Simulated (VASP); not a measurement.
BN (BN (P6_3/mmc)), 4 atoms in the cell. The structure is hexagonal, space group P6_3/mmc (No. 194). Conventional cell: a = 2.488 Å, b = 2.488 Å, c = 6.495 Å, α = 90.00°, β = 90.00°, γ = 120.00°. B (site symmetry -6m2) has 3 N at 1.44 Å within 1.9 Å. Within 1.9 Å of N (site symmetry -6m2) lie 3 B at 1.44 Å. 

| Item | Value |
| --- | --- |
| Program | VASP 6.6.1 |
| Task | single point |
| Functional | LDA |
| Potentials or basis | VASP PAW LDA potentials, release 64 (B, N) |
| Cutoff | 520 eV |
| k mesh | 13 × 13 × 4 |
| Occupations | gaussian, width 0.01 eV |
| Spin | no spin polarisation |
| Dipole correction | no |
| Further INCAR settings | ALGO = Normal; EDIFF = 1e-06; NBANDS = 16 |

Potentials or basis: VASP PAW LDA potentials, release 64 (B, N).

Run with:

```sh
$ cat potpaw_LDA.64/B/POTCAR potpaw_LDA.64/N/POTCAR > POTCAR
$ mpirun -np 1 vasp_std > vasp.out
```

Hardware: 1 thread of Intel(R) Xeon(R) 6975P-C (Granite Rapids), with other jobs on the host.

How long does it take, and how much memory?

It took 11 s on 1 thread of Intel(R) Xeon(R) 6975P-C (Granite Rapids) (shared host), peak memory 0.15 GiB. Counts: scf iterations 12, k points 63.
